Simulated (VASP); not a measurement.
A run of VASP 6.6.1 is set up as follows.

INCAR

```
SYSTEM = Al
PREC = Accurate
ENCUT = 520
EDIFF = 1E-7
ISMEAR = 0
SIGMA = 0.05
LREAL = Auto
LASPH = .True.
NELM = 100
ALGO = Normal
ISIF = 2
LWAVE = .False.
LCHARG = .True.
GGA = PE
IVDW = 12
LELF = .True.
LVHAR = .True.
NBANDS = 72
```

File KPOINTS:

```
Automatic mesh
0
Gamma
  3 3 3
  0 0 0
```

Contents of POSCAR:

```
Al
1.0
    8.1000000000      0.0000000000      0.0000000000
    0.0000000000      8.1000000000      0.0000000000
    0.0000000000      0.0000000000      8.1000000000
Al
33
Direct
    0.5014150617      0.0000718519     -0.0050317284
    0.7533625926      0.2542259259      0.0040877778
    0.7363353086      0.0002371605      0.2500233333
   -0.0005950617      0.0002343210     -0.0145911111
    0.2482239506      0.2513150617      0.0011743210
    0.4978013580      0.5001546914     -0.0148334568
    0.7534939506      0.7459730864      0.0042191358
    0.2652637037      0.0002350617      0.2500230864
    0.4978043210      0.2353223457      0.2500232099
    0.6846632099      0.5000198765      0.2498402469
    0.5014139506      0.0000719753      0.5049544444
    0.7535290123      0.2543960494      0.4957980247
    0.7455475309      0.0000733333      0.7499086420
    0.0026177778      0.5000114815     -0.0565919753
    0.2480912346      0.7488830864      0.0013038272
    0.0026196296      0.1934723457      0.2498381481
    0.2994346914      0.5000128395      0.2498390123
    0.4977960494      0.7648765432      0.2500233333
   -0.0005950617      0.0002343210      0.5144754321
    0.2480591358      0.2514754321      0.4987129630
    0.4977983951      0.5001546914      0.5147185185
    0.7536604938      0.7458028395      0.4956665432
    0.2554185185      0.0000696296      0.7499076543
    0.5014159259      0.2451179012      0.7499077778
    0.7363314815      0.5001569136      0.7501158025
    0.0026166667      0.8075208642      0.2498380247
    0.0026160494      0.5000116049      0.5574735802
    0.2479258025      0.7487223457      0.4985832099
   -0.0005928395      0.2355592593      0.7501138272
    0.2652661728      0.5001559259      0.7501124691
    0.5014133333      0.7551045679      0.7499079012
   -0.0005969136      0.7646341975      0.7501140741
   -0.0108027160      0.5006030864      0.2506058025
```

Potentials or basis: VASP PAW PBE potentials, release 64 (Al).

Launch:

```console
$ cat potpaw_PBE.64/Al/POTCAR > POTCAR
$ mpirun -np 1 vasp_std > vasp.out
```

Task: Estimate the pressure.

Result: 1.2 GPa.

Task: Estimate the band gap on the k mesh.

Result: Zero (an odd number of electrons rules out a gap without spin polarisation).

Task: What does it give for the dispersion energy per atom?

Result: -0.345 eV.

Forces in eV/Å, atoms in the order of the input:
```
Al   0.003 -0.001  0.012
Al  -0.001 -0.003 -0.003
Al   0.004 -0.001  0.000
Al  -0.002  0.001  0.001
Al   0.002  0.000  0.001
Al  -0.002  0.001 -0.002
Al   0.000  0.003 -0.003
Al   0.000  0.001  0.000
Al  -0.003 -0.002  0.000
Al   0.010  0.000  0.000
Al   0.003 -0.001 -0.012
Al  -0.001 -0.004  0.003
Al   0.014  0.000  0.000
Al   0.000  0.000  0.003
Al   0.001  0.000  0.001
Al   0.001  0.001 -0.001
Al  -0.004  0.000 -0.002
Al  -0.002  0.002  0.000
Al  -0.002  0.000 -0.001
Al   0.000  0.001 -0.001
Al  -0.002  0.000  0.001
Al  -0.001  0.004  0.003
Al  -0.012 -0.001  0.000
Al   0.003  0.011  0.000
Al   0.004  0.000 -0.001
Al   0.000 -0.001 -0.001
Al   0.001  0.000 -0.001
Al   0.000 -0.001 -0.001
Al  -0.002  0.000  0.001
Al  -0.001  0.000  0.000
Al   0.003 -0.012  0.000
Al  -0.002 -0.001  0.000
Al  -0.011  0.003  0.001
```
